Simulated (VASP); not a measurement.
# NaH (P6_3/mmc) in VASP: a series of runs

Aim: see how the results for NaH move with the level of theory and the settings. Levels: HSE06, PBE-based screened hybrid with 5 % exact exchange, PBE-based screened hybrid with 20 % exact exchange. Tasks: single point.

Program: VASP 6.6.1. These are calculated values, not measurements. Logs are shortened: lines on timing, memory, paths and dates and some standing lists are left out, and cuts for length are marked.

## (1) The cell of the first run

Symmetry: P6_3/mmc, No. 194, hexagonal system. The conventional cell has a = 3.319 Å, b = 3.319 Å, c = 5.831 Å, α = 90.00°, β = 90.00°, γ = 120.00°. Na (site symmetry -3m) has 6 H at 2.41 Å and 8 Na at 2.92 to 3.32 Å within 3.4 Å. H (site symmetry -6m2) has 6 Na at 2.41 Å and 12 H at 3.32 to 3.49 Å within 3.5 Å.

## (2) Single point, HSE06

File POSCAR:

```
NaH
1.0
    3.3191587685      0.0000000000      0.0000000000
   -1.6595793843      2.8744758127      0.0000000000
    0.0000000000      0.0000000000      5.8309537772
Na H
2 2
Direct
    0.0000000000      0.0000000000      0.0000000000
    0.0000000000      0.0000000000      0.5000000000
    0.3333333333      0.6666666667      0.2500000000
    0.6666666667      0.3333333333      0.7500000000
```

File INCAR.step1:

```
SYSTEM = NaH
PREC = Accurate
ENCUT = 520
EDIFF = 1E-5
ISMEAR = 0
SIGMA = 0.01
LREAL = .False.
LASPH = .True.
NELM = 60
ALGO = Normal
ISIF = 2
LWAVE = .True.
LCHARG = .False.
NBANDS = 16
GGA = PE
```

File INCAR.step2:

```
SYSTEM = NaH
PREC = Accurate
ENCUT = 520
EDIFF = 1E-6
ISMEAR = 0
SIGMA = 0.01
LREAL = .False.
LASPH = .True.
NELM = 60
ALGO = Normal
ISIF = 2
LWAVE = .False.
LCHARG = .False.
GGA = PE
LHFCALC = .True.
HFSCREEN = 0.2079
PRECFOCK = Normal
NBANDS = 16
ISTART = 1
```

File KPOINTS:

```
Automatic mesh
0
Gamma
  6 6 2
  0 0 0
```

Potentials or basis: VASP PAW PBE potentials, release 64 (Na_pv, H).

The run is started by

```
$ cat potpaw_PBE.64/Na_pv/POTCAR potpaw_PBE.64/H/POTCAR > POTCAR
$ cp INCAR.step1 INCAR
$ mpirun -np 1 vasp_std > vasp.out
$ cp INCAR.step2 INCAR
$ mpirun -np 1 vasp_std > vasp.out
```

OUTCAR:

```text
SYSTEM = NaH
   PREC = Accurate
   ENCUT = 520
   EDIFF = 1E-6
   ISMEAR = 0
   LREAL = .False.
   LASPH = .True.
   NELM = 60
   ISIF = 2
   GGA = PE
   LHFCALC = .True.
   HFSCREEN = 0.2079
   PRECFOCK = Normal
   ISTART = 1

 ion  position               nearest neighbor table
   1  0.000  0.000  0.000-
   2  0.000  0.000  0.500-
   3  0.333  0.667  0.250-
   4  0.667  0.333  0.750-

  LATTYP: Found a hexagonal cell.
 ALAT       =     3.3191587685
 C/A-ratio  =     1.7567565109

  Lattice vectors:

 A1 = (   3.3191587685,   0.0000000000,   0.0000000000)
 A2 = (  -1.6595793843,   2.8744758127,   0.0000000000)
 A3 = (   0.0000000000,   0.0000000000,   5.8309537772)

Analysis of symmetry for initial positions (statically):
=====================================================================
 Subroutine PRICEL returns:
 Original cell was already a primitive cell.

 Routine SETGRP: Setting up the symmetry group for a
 hexagonal supercell.

 Subroutine GETGRP returns: Found 24 space group operations
 (whereof 12 operations were pure point group operations)
 out of a pool of 24 trial point group operations.

The static configuration has the point symmetry D_3d.
 The point group associated with its full space group is D_6h.

Analysis of symmetry for dynamics (positions and initial velocities):
=====================================================================
 Subroutine PRICEL returns:
 Original cell was already a primitive cell.

 Routine SETGRP: Setting up the symmetry group for a
 hexagonal supercell.

 Subroutine GETGRP returns: Found 24 space group operations
 (whereof 12 operations were pure point group operations)
 out of a pool of 24 trial point group operations.

The dynamic configuration has the point symmetry D_3d.
 The point group associated with its full space group is D_6h.

 Subroutine INISYM returns: Found 24 space group operations
 (whereof 12 operations are pure point group operations),
 and found     1 'primitive' translations

----------------------------------------------------------------------------------------

                                     Primitive cell

  volume of cell :      55.6322

  direct lattice vectors                    reciprocal lattice vectors
     3.319158768  0.000000000  0.000000000     0.301281159  0.173944758  0.000000000
    -1.659579384  2.874475813  0.000000000     0.000000000  0.347889516  0.000000000
     0.000000000  0.000000000  5.830953777     0.000000000  0.000000000  0.171498530

  length of vectors
     3.319158768  3.319158769  5.830953777     0.347889516  0.347889516  0.171498530

  position of ions in fractional coordinates (direct lattice)
     0.000000000  0.000000000  0.000000000
     0.000000000  0.000000000  0.500000000
     0.333333333  0.666666667  0.250000000
     0.666666667  0.333333333  0.750000000

  ion indices of the primitive-cell ions
   primitive index   ion index
                 1           1
                 2           2
                 3           3
                 4           4

----------------------------------------------------------------------------------------

 KPOINTS: Automatic mesh

Automatic generation of k-mesh.
 Grid dimensions read from file:
 generate k-points for:    6    6    2

 Generating k-lattice:

  Cartesian coordinates                     Fractional coordinates (reciprocal lattice)
     0.050213526  0.028990793  0.000000000     0.166666667  0.000000000  0.000000000
     0.000000000  0.057981586  0.000000000     0.000000000  0.166666667  0.000000000
     0.000000000  0.000000000  0.085749265     0.000000000  0.000000000  0.500000000

  Length of vectors
     0.057981586  0.057981586  0.085749265

  Shift w.r.t. Gamma in fractional coordinates (k-lattice)
     0.000000000  0.000000000  0.000000000

 Subroutine IBZKPT returns following result:
 ===========================================

 Found     14 irreducible k-points:

 Following reciprocal coordinates:
            Coordinates               Weight
  0.000000  0.000000  0.000000      1.000000
  0.166667  0.000000  0.000000      6.000000
  0.333333  0.000000  0.000000      6.000000
  0.500000  0.000000  0.000000      3.000000
  0.166667  0.166667  0.000000      6.000000
  0.333333  0.166667  0.000000     12.000000
  0.333333  0.333333  0.000000      2.000000
  0.000000  0.000000  0.500000      1.000000
  0.166667  0.000000  0.500000      6.000000
  0.333333  0.000000  0.500000      6.000000
  0.500000  0.000000  0.500000      3.000000
  0.166667  0.166667  0.500000      6.000000
  0.333333  0.166667  0.500000     12.000000
  0.333333  0.333333  0.500000      2.000000
   k-points           NKPTS =     14   k-points in BZ     NKDIM =     72   number of bands    NBANDS=     16
   number of dos      NEDOS =    301   number of ions     NIONS =      4
   total plane-waves  NPLWV =  37632
   dimension x,y,z NGX =    28 NGY =   28 NGZ =   48
   dimension x,y,z NGXF=    56 NGYF=   56 NGZF=   96
   ions per type =               2   2
   NGX,Y,Z   is equivalent  to a cutoff of  14.02, 14.02, 13.69 a.u.
   NGXF,Y,Z  is equivalent  to a cutoff of  28.05, 28.05, 27.37 a.u.
 SYSTEM =  NaH
   PREC   = accura    normal or accurate (medium, high low for compatibility)
   ISTART =      1    job   : 0-new  1-cont  2-samecut
   ICHARG =      0    charge: 1-file 2-atom 10-const
   ISPIN  =      1    spin polarized calculation?
   LNONCOLLINEAR =      F non collinear calculations
   LSORBIT =      F    spin-orbit coupling
   LASPH  =      T    aspherical Exc in radial PAW
   ENCUT  =  520.0 eV  38.22 Ry    6.18 a.u.   6.17  6.17 10.84*2*pi/ulx,y,z
   NELM   =     60;   NELMIN=  2; NELMDL=  0     # of ELM steps
   EDIFF  = 0.1E-05   stopping-criterion for ELM
   LREAL  =      F    real-space projection
   EDIFFG = 0.1E-04   stopping-criterion for IOM
   NSW    =      0    number of steps for IOM
   IBRION =     -1    ionic relax: 0-MD 1-quasi-New 2-CG
   NFREE  =      0    steps in history (QN), initial steepest desc. (CG)
   ISIF   =      2    stress and relaxation
   ISYM   =      3    0-nonsym 1-usesym 2-fastsym
   POTIM  = 0.5000    time-step for ionic-motion
   TEBEG  =    0.0;   TEEND  =   0.0 temperature during run
   PSTRESS=    0.0 pullay stress
   NELECT =      16.0000    total number of electrons
   NUPDOWN=      -1.0000    fix difference up-down
   EMIN   =  10.00;   EMAX   =-10.00  energy-range for DOS
   EFERMI =   0.00;   METHOD = LEGACY
   ISMEAR =     0;   SIGMA  =   0.01  broadening in eV -4-tet -1-fermi 0-gaus
   EFERMI_NEDOS =   21; number of points for ismear=-14 and -15
   IALGO  =     38    algorithm
   IMIX   =      1    mixing-type and parameters
     AMIX     =   0.40;   BMIX     =  1.00
     AMIX_MAG =   1.60;   BMIX_MAG =  1.00
  volume/ion in A,a.u.               =      13.91        93.86
  Fermi-wavevector in a.u.,A,eV,Ry     =   1.080619  2.042074 15.888042  1.167738
  Thomas-Fermi vector in A             =   2.216615
   LORBIT       =      0    0 simple, 1 ext, 2 COOP (PROOUT), +10 PAW based schemes
   GGA     = PE    functional components
   LHFCALC =     T    Hartree Fock is set to
   PRECFOCK=normal    Normal, Fast or Accurate (Low or Medium for compatibility)
   ENCUT4O =  -1.0   cutoff for four orbital integrals eV
   NKREDX  =     1    reduce k-point grid by
   NKREDY  =     1    reduce k-point grid by
   NKREDZ  =     1    reduce k-point grid by
   AEXX    =    0.2500 exact exchange contribution
   HFSCREEN=    0.2079 screening length (either q_TF or 0.3 A-1)
   HFSCREENC=   0.2079 screening length for correlation (either q_TF or 0.3 A-1)
   ENCUTFOCK=  -1.0 apply spherical cutoff to Coloumb kernel
   IVDW    =     0    specifies the selected vdW correction
   LEPSILON=     F    determine dielectric tensor
   LRPA    =     F    only Hartree local field effects (RPA)
 non-spin polarized calculation
 Gauss-broadening in eV      SIGMA  =   0.01
  energy-cutoff  :      520.00
  volume of cell :       55.63
 maximum number of plane-waves:      1521
 NGX is ok and might be reduce to    28
  NGX = 20; NGY = 20; NGZ = 36

 number of electron      16.0000008 magnetization

 Free energy of the ion-electron system (eV)
  ---------------------------------------------------
  ext. energy  EPLUGINS =         0.00000000
  ---------------------------------------------------
  free energy    TOTEN  =       -11.33972150 eV

  energy without entropy =      -11.33972150  energy(sigma->0) =      -11.33972150

 E-fermi :  -1.7734     XC(G=0):  -6.5486

 val. band max:       -1.8393004518   @ k =   0.3333   0.1667   0.0000
 cond. band min:       2.6600911749   @ k =   0.0000   0.0000   0.0000
 fundamental gap:      4.4993916267
 Fermi energy:        -1.7733653394

 k-point     1 :       0.0000    0.0000    0.0000
  band No.  band energies     occupation
      1     -26.4822      2.00000
      2     -26.3305      2.00000
      3     -26.3305      2.00000
      4     -26.3120      2.00000
      5     -26.3120      2.00000
      6     -26.2911      2.00000
[... 8 lines left out ...]
     15      14.7729      0.00000
     16      15.9588      0.00000

 k-point     2 :       0.1667    0.0000    0.0000
  band No.  band energies     occupation
      1     -26.4763      2.00000
      2     -26.3535      2.00000
      3     -26.3354      2.00000
      4     -26.3314      2.00000
      5     -26.3165      2.00000
      6     -26.2890      2.00000
[... 8 lines left out ...]
     15      14.2218      0.00000
     16      15.2800      0.00000

 k-point     3 :       0.3333    0.0000    0.0000
  band No.  band energies     occupation
      1     -26.4645      2.00000
      2     -26.3988      2.00000
      3     -26.3698      2.00000
      4     -26.3453      2.00000
      5     -26.3255      2.00000
      6     -26.2847      2.00000
[... 8 lines left out ...]
     15      12.3224      0.00000
     16      13.8206      0.00000
[... 172 lines left out ...]
 k-point    13 :       0.3333    0.1667    0.5000
  band No.  band energies     occupation
      1     -26.3944      2.00000
      2     -26.3944      2.00000
      3     -26.3710      2.00000
      4     -26.3710      2.00000
      5     -26.3510      2.00000
      6     -26.3510      2.00000
[... 8 lines left out ...]
     15      12.9645      0.00000
     16      12.9645      0.00000

 k-point    14 :       0.3333    0.3333    0.5000
  band No.  band energies     occupation
      1     -26.3803      2.00000
      2     -26.3803      2.00000
      3     -26.3776      2.00000
      4     -26.3776      2.00000
      5     -26.3691      2.00000
      6     -26.3691      2.00000
[... 8 lines left out ...]
     15      12.0811      0.00000
     16      12.0811      0.00000

------------------------ aborting loop because EDIFF is reached ----------------------------------------

  FORCE on cell =-STRESS in cart. coord.  units (eV):
  Direction    XX          YY          ZZ          XY          YZ          ZX
  --------------------------------------------------------------------------------------
  -------------------------------------------------------------------------------------
  Total        0.0498955      0.0498955      0.1055173     -0.0000000      0.0000000      0.0000000
  in kB        1.4369638      1.4369638      3.0388415     -0.0000000      0.0000000      0.0000000
  external PRESSURE =       1.9709231 kB  Pullay stress =       0.0000000 kB

 VOLUME and BASIS-vectors are now :
 -----------------------------------------------------------------------------
  energy-cutoff  :      520.00
  volume of cell :       55.63
      direct lattice vectors                 reciprocal lattice vectors
     3.319158768  0.000000000  0.000000000     0.301281159  0.173944758  0.000000000
    -1.659579384  2.874475813  0.000000000     0.000000000  0.347889516  0.000000000
     0.000000000  0.000000000  5.830953777     0.000000000  0.000000000  0.171498530

 POSITION                                       TOTAL-FORCE (eV/Angst)
 -----------------------------------------------------------------------------------
      0.00000      0.00000      0.00000        -0.000000      0.000000      0.000000
      0.00000      0.00000      2.91548        -0.000000      0.000000      0.000000
     -0.00000      1.91632      1.45774        -0.000000     -0.000000     -0.000000
      1.65958      0.95816      4.37322         0.000000      0.000000      0.000000
 -----------------------------------------------------------------------------------
    total drift:                                0.000000      0.000000      0.000001

  FREE ENERGIE OF THE ION-ELECTRON SYSTEM (eV)
  ---------------------------------------------------
  free  energy   TOTEN  =       -11.3397214959 eV

  energy  without entropy=      -11.3397214959  energy(sigma->0) =      -11.33972150
```

Run time: 10 min. Hardware: 1 thread of AMD EPYC 7R13 (Zen 3), shared host; peak memory 0.26 GiB.

What came out:

- Free energy: -11.3397 eV
- Pressure: 0.2 GPa
- Band gap on the k mesh: 4.50 eV (least direct gap 5.70 eV)

Stress tensor (GPa, compression positive):
```
0.14 0.00 0.00
0.00 0.14 0.00
0.00 0.00 0.30
```

Caveat: the k points lie up to 0.54 Å⁻¹ apart; the PAW data sets were made with another functional, which shifts forces and pressure a little. A k mesh can miss the band edges.

## (3) Single point, PBE-based screened hybrid with 5 % exact exchange

POSCAR is that of step 2.

File INCAR.step1:

```
ALGO = Normal
EDIFF = 1E-5
ENCUT = 520
GGA = PE
ISIF = 2
ISMEAR = 0
LASPH = T
LCHARG = F
LREAL = F
LWAVE = T
NBANDS = 16
NELM = 60
PREC = Accurate
SIGMA = 0.01
```

File INCAR.step2:

```
AEXX = 0.05
ALGO = Normal
EDIFF = 1E-6
ENCUT = 520
GGA = PE
HFSCREEN = 0.2078
ISIF = 2
ISMEAR = 0
ISTART = 1
LASPH = T
LCHARG = F
LHFCALC = T
LREAL = F
LWAVE = F
NBANDS = 16
NELM = 60
PREC = Accurate
PRECFOCK = Normal
SIGMA = 0.01
```

File KPOINTS:

```
k-points
0
Gamma
  6 6 2
```

Potentials or basis: VASP PAW PBE potentials, release 64 (Na_pv, H).

The run is started by

```
$ cat potpaw_PBE.64/Na_pv/POTCAR potpaw_PBE.64/H/POTCAR > POTCAR
$ cp INCAR.step1 INCAR
$ mpirun -np 1 vasp_std > vasp.out
$ cp INCAR.step2 INCAR
$ mpirun -np 1 vasp_std > vasp.out
```

Wall time 5.7 min (1 thread of AMD EPYC 7R13 (Zen 3), shared host); peak memory 0.26 GiB.

It converged, with:

* Free energy: -10.2527 eV
* Pressure: 0.6 GPa
* Band gap on the k mesh: 3.65 eV (least direct gap 4.80 eV)

Stress tensor (GPa, compression positive):
```
0.48 0.00 0.00
0.00 0.48 0.00
0.00 0.00 0.73
```

Levels at points of the mesh, in eV from the valence-band top:
```csv
k point,band 4,band 5,band 6,band 7,band 8,band 9,band 10,band 11,band 12,band 13
"(0.00, 0.00, 0.00)",-22.64,-22.64,-22.62,-3.68,-1.15,3.65,10.77,11.77,14.21,14.35
"(0.50, 0.00, 0.00)",-22.68,-22.66,-22.61,-0.77,-0.20,4.66,6.17,7.35,8.95,11.35
"(0.00, 0.00, 0.50)",-22.65,-22.65,-22.65,-2.72,-2.72,6.91,6.91,12.37,12.37,15.39
"(0.50, 0.00, 0.50)",-22.70,-22.67,-22.67,-0.44,-0.44,4.61,4.61,10.11,10.11,12.21
```

Caveat: the k points lie up to 0.54 Å⁻¹ apart; the PAW data sets were made with another functional, which shifts forces and pressure a little. A k mesh can miss the band edges.

## (4) Single point, PBE-based screened hybrid with 20 % exact exchange

POSCAR is that of step 3.

File INCAR.step1:

```
SYSTEM = NaH
ALGO = Normal
EDIFF = 1E-5
ENCUT = 520
GGA = PE
ISIF = 2
ISMEAR = 0
LASPH = .True.
LCHARG = .False.
LREAL = .False.
LWAVE = .True.
NBANDS = 16
NELM = 80
PREC = Accurate
SIGMA = 0.01
```

File INCAR.step2:

```
SYSTEM = NaH
AEXX = 0.2
ALGO = Normal
EDIFF = 1E-7
ENCUT = 520
GGA = PE
HFSCREEN = 0.5
ISIF = 2
ISMEAR = 0
ISTART = 1
LASPH = .True.
LCHARG = .False.
LHFCALC = .True.
LREAL = .False.
LWAVE = .False.
NBANDS = 16
NELM = 80
PREC = Accurate
PRECFOCK = Normal
SIGMA = 0.01
```

File KPOINTS:

```
k-points
0
Gamma
  6 6 2
  0 0 0
```

The run is started by

```
$ cat potpaw_PBE.64/Na_pv/POTCAR potpaw_PBE.64/H/POTCAR > POTCAR
$ cp INCAR.step1 INCAR
$ mpirun -np 1 vasp_std > vasp.out
$ cp INCAR.step2 INCAR
$ mpirun -np 1 vasp_std > vasp.out
```

Run time: 13 min. Hardware: 1 thread of AMD EPYC 7R13 (Zen 3), shared host; peak memory 0.26 GiB.

The run converged. Its results:

- Free energy: -10.5581 eV
- Pressure: 0.3 GPa
- Band gap on the k mesh: 3.84 eV (least direct gap 5.00 eV)

Stress tensor (GPa, compression positive):
```
0.26 0.00 0.00
0.00 0.26 0.00
0.00 0.00 0.47
```

Levels at points of the mesh, in eV from the valence-band top:
```tsv
k point	band 4	band 5	band 6	band 7	band 8	band 9	band 10	band 11	band 12	band 13
(0.00, 0.00, 0.00)	-23.84	-23.84	-23.82	-3.69	-1.16	3.84	11.10	12.07	14.52	14.64
(0.50, 0.00, 0.00)	-23.88	-23.86	-23.81	-0.77	-0.19	4.85	6.37	7.56	9.19	11.63
(0.00, 0.00, 0.50)	-23.85	-23.85	-23.85	-2.73	-2.73	7.13	7.13	12.68	12.68	15.68
(0.50, 0.00, 0.50)	-23.90	-23.87	-23.87	-0.44	-0.44	4.80	4.80	10.38	10.38	12.49
```

Caveat: the k points lie up to 0.54 Å⁻¹ apart; the PAW data sets were made with another functional, which shifts forces and pressure a little. A k mesh can miss the band edges.

## (5) Overview

```tsv
level	share of exact exchange	screening parameter	gap on the mesh (eV)	pressure (GPa)
HSE06	0.25	0.2079 1/Å	4.50	0.2
PBE-based screened hybrid with 5 % exact exchange	0.05	0.2078 1/Å	3.65	0.6
PBE-based screened hybrid with 20 % exact exchange	0.2	0.5 1/Å	3.84	0.3
```

Alike in all rows: task single point; potentials or basis VASP PAW PBE potentials, release 64 (Na_pv, H); no spin polarisation; cell as given; k mesh 6 × 6 × 2; cutoff (eV) 520; smearing gaussian 0.01 eV.

Caveats: all runs use coarse meshes; the PAW data sets were made with another functional, which shifts forces and pressure a little.

Total energies depend on the potentials used, so only differences within one code and one set of settings carry meaning.
